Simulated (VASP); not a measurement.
Wanted: the native input for a VASP 6.6.1 run.

```
Task                   : single point
Functional             : PBEsol
Potentials or basis    : VASP PAW PBE potentials, release 64 (Hg_sv_GW)
Cutoff                 : 550 eV
k mesh                 : 15 × 15 × 8
Occupations            : gaussian, width 0.1 eV
Spin                   : no spin polarisation
Dipole correction      : no
Further INCAR settings : ALGO = Normal; EDIFF = 1e-06; NBANDS = 27
```

The structure of Hg lies in POSCAR:

```
Hg
1.0
    3.1437520401      0.0000000000      0.0000000000
   -1.5718760200      2.7225691299      0.0000000000
    0.0000000000      0.0000000000      5.0455756623
Hg
2
Direct
    0.6666666667      0.3333333333      0.7500000000
    0.3333333333      0.6666666667      0.2500000000
```

One way to write it, as run:

INCAR

```
SYSTEM = Hg
ALGO = Normal
EDIFF = 1E-6
ENCUT = 550
GGA = PS
GGA_COMPAT = .False.
ISIF = 2
ISMEAR = 0
LASPH = .True.
LCHARG = .False.
LREAL = .False.
LWAVE = .False.
NBANDS = 27
NELM = 120
PREC = Accurate
SIGMA = 0.1
```

KPOINTS

```
k-points
0
Gamma
  15 15 8
  0 0 0
```

Potentials or basis: VASP PAW PBE potentials, release 64 (Hg_sv_GW).

The run is started by

```bash
$ cat potpaw_PBE.64/Hg_sv_GW/POTCAR > POTCAR
$ mpirun -np 1 vasp_std > vasp.out
```

It gave:

```
Pressure               : 3.8 GPa
Band gap on the k mesh : zero (bands 20 and 21 overlap by 1.52 eV)
```

Caveat: the cell stands under pressure; the PAW data sets were made with another functional, which shifts forces and pressure a little; spin-orbit coupling is left out, which moves the levels of the heavy elements.

It took 63 s on 1 thread of Intel(R) Xeon(R) Platinum 8488C (Sapphire Rapids), with other jobs on the host, peak memory 0.28 GiB.
